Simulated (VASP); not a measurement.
The system is HfIn4SiO6.

```
Hf In Si O
1.0
     5.27743    0.00000    0.00000
    -2.63872    4.57039    0.00000
     0.00000    0.00000   10.55905
Hf In Si O
1 4 1 6
Direct
  0.66667 0.33333 0.00000
  0.00000 0.00000 0.30446
  0.00000 0.00000 0.69554
  0.33333 0.66667 0.78919
  0.33333 0.66667 0.21081
  0.00000 0.00000 0.00000
  0.97300 0.70496 0.89972
  0.29504 0.02700 0.10028
  0.29504 0.26804 0.89972
  0.73196 0.70496 0.10028
  0.73196 0.02700 0.89972
  0.97300 0.26804 0.10028
```

Base run:

* Program: VASP 6.6.1
* Functional: RPBE
* Potentials or basis: VASP PAW PBE potentials, release 64 (Hf_pv, In_d, Si, O)
* Cutoff: 520 eV
* k mesh: 4 × 4 × 2
* Occupations: fermi-dirac, width 0.05 eV
* Spin: no spin polarisation

Its results: band gap on the k mesh 0.37 eV (least direct gap 1.76 eV); pressure 1.8 GPa; largest force 0.216 eV/Å.

**Question.** The run is repeated on the same cell with these changes: functional from RPBE to LDA; potentials or basis from VASP PAW PBE potentials, release 64 (Hf_pv, In_d, Si, O) to VASP PAW LDA potentials, release 64 (Hf_pv, In_d, Si, O). What comes out?

**Answer.** Band gap on the k mesh 0.35 eV (least direct gap 1.60 eV); pressure -5.7 GPa; largest force 0.535 eV/Å.

Caveats: spin-orbit coupling is left out, which moves the levels of the heavy elements; the PAW data sets were made with another functional, which shifts forces and pressure a little (at least some runs); the cell stands under tension (at least some runs).

A k mesh can miss the band edges.
